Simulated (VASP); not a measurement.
Runs of VASP 6.6.1 on AlFe. The structure is that of space group Pm-3m (No. 221), or close to it. The cells are those of the table. 

| cell | cutoff (eV) | k mesh for the DOS | occupations for the DOS | gap on the mesh (eV) | pressure (GPa) | moment (μB) |
| --- | --- | --- | --- | --- | --- | --- |
| a = 2.893 Å, 2 atoms | 600 | - | - | none | -3.4 | 0.70 |
| a = 2.835 Å, 2 atoms | 600 | - | - | none | 7.8 | 0.67 |
| a = 2.874 Å, 2 atoms | 520 | 24 × 24 × 24 | tetrahedron | - | - | (a) |
| a = 2.855 Å, 2 atoms | 600 | - | - | none | 3.7 | 0.67 |
| a = 2.912 Å, 2 atoms | 600 | - | - | none | -6.3 | (b) |

Alike in all rows: task single point; level PBE; potentials or basis VASP PAW PBE potentials, release 64 (Al, Fe); spin collinear, ferromagnetic start; k mesh 16 × 16 × 16; smearing gaussian 0.05 eV.

**Question.** Estimate the missing entries.

**Answer.** (a) 0.68; (b) 0.71.

Caveats: the cell stands under tension (at least some runs); the cell stands under pressure (at least some runs); tetrahedron occupations give inexact forces and stress in metals (at least some runs).

A gap of «none» marks levels without a gap at the run's occupations.
